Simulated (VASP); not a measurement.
Write the native input for VASP 6.6.1 that does the following.

| Quantity | Value |
| --- | --- |
| Task | single point |
| Functional | PBEsol |
| Dispersion | D3(BJ) |
| Potentials or basis | VASP PAW PBE potentials, release 64 (Sc_sv) |
| Cutoff | 520 eV |
| k mesh | 7 × 7 × 7 |
| Occupations | methfessel-paxton, width 0.1 eV |
| Spin | no spin polarisation |
| Dipole correction | no |
| Further INCAR settings | ALGO = Normal; EDIFF = 1e-06; NBANDS = 12 |

The structure of Sc lies in POSCAR:

```
Sc
1.0
    3.3703490000      0.0000000000      0.0000000000
    0.0000000000      3.3703490000      0.0000000000
    0.0000000000      0.0000000000      3.3703490000
Sc
1
Direct
    0.5000000000      0.5000000000      0.5000000000
```

One way to write it, as run:

INCAR

```
SYSTEM = Sc
PREC = Accurate ; ENCUT = 520
EDIFF = 1E-6 ; ISMEAR = 1
SIGMA = 0.1 ; LREAL = .FALSE.
LASPH = .TRUE. ; NELM = 100
ALGO = Normal ; ISIF = 2
LWAVE = .FALSE. ; LCHARG = .FALSE.
GGA = PS ; IVDW = 12
NBANDS = 12
```

KPOINTS

```
Automatic mesh
0
G
  7 7 7
  0 0 0
```

Potentials or basis: VASP PAW PBE potentials, release 64 (Sc_sv).

The run is started by

```console
$ cat potpaw_PBE.64/Sc_sv/POTCAR > POTCAR
$ mpirun -np 1 vasp_std > vasp.out
```

It gave:

The pressure is -9.3 GPa and the dispersion energy per atom is -0.254 eV.

Caveat: the PAW data sets were made with another functional, which shifts forces and pressure a little; pairwise dispersion overbinds metals, which lowers pressure and volume.

Wall time 6.6 s on 1 thread of Intel(R) Xeon(R) Platinum 8559C (Emerald Rapids), on a shared host, peak memory 0.16 GiB.
